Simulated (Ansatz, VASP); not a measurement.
One calculation of MgI2, two programs

INCAR

```
PREC     = Accurate       # precision mode
ENCUT    = 520            # plane-wave cutoff, eV
EDIFF    = 1E-6           # SCF threshold, eV
ISMEAR   = -1             # smearing method
SIGMA    = 0.05           # smearing width, eV
LREAL    = F              # projectors in reciprocal space
LASPH    = T              # aspherical terms in the spheres
NELM     = 60             # most SCF steps
ALGO     = Normal         # electronic algorithm
ISIF     = 2              # what is computed and relaxed
LWAVE    = F              # write WAVECAR
LCHARG   = F              # write CHGCAR
GGA      = PE             # functional
NBANDS   = 15             # bands
```

The input KPOINTS:

```
Automatic mesh
0
Gamma
  8 8 4
```

The input POSCAR:

```
MgI2
1.0
    4.1122139279      0.0000000000      0.0000000000
   -2.0561069639      3.5612817274      0.0000000000
    0.0000000000      0.0000000000      6.8338241120
I Mg
2 1
Direct
    0.6666666667      0.3333333333      0.7500000000
    0.3333333333      0.6666666667      0.2500000000
    0.0000000000      0.0000000000      0.0000000000
```

File input.yaml:

```yaml
crystal:
  lattice:
    - [4.1122139279, 0.0, 0.0]
    - [-2.0561069639, 3.5612817274, 0.0]
    - [0.0, 0.0, 6.833824112]
  atoms:
    - { symbol: I, position: [0.6666666667, 0.3333333333, 0.75] }
    - { symbol: I, position: [0.3333333333, 0.6666666667, 0.25] }
    - { symbol: Mg, position: [0.0, 0.0, 0.0] }
kpoints:
  mp_grid: { grid: [8, 8, 4] }
scf:
  occupations: { method: fermi_dirac, width: 0.05 }
hamiltonian:
  xc: pbe
  pseudopotentials: { kind: all_electron, lapw: { basis_error: 0.001 } }
output:
  forces: true
  stress: true
  eigenvalues: true
```

Change from the starting cell: volume scaled by 0.98.

Alike in both runs: task single point; functional PBE; k mesh 8 × 8 × 4; occupations fermi-dirac, width 0.05 eV; no spin polarisation.

```csv
,VASP,Ansatz
version,VASP 6.6.1,Ansatz 0.2.0
potentials or method,"VASP PAW PBE potentials, release 64 (I, Mg), cutoff 520 eV","all-electron LAPW, scalar-relativistic"
```

Ansatz gave:

```
gap on the k mesh at the Fermi level (eV)                     : 3.52
least direct gap on the mesh (eV)                             : 3.73
pressure (GPa)                                                : 1.3
traceless stress, the component that is largest in VASP (GPa) : -0.39
rms of the force components (eV/Å)                            : 0.075
```

Estimate VASP's values.

gap on the k mesh at the Fermi level (eV): 3.50; least direct gap on the mesh (eV): 3.71; pressure (GPa): 1.2; traceless stress, the component that is largest in VASP (GPa): -0.39; rms of the force components (eV/Å): 0.079.

Atom by atom the forces differ by 0.004 eV/Å (rms over components). Ansatz ran all-electron here, and VASP with PAW potentials.

Neither program's run includes spin-orbit coupling.
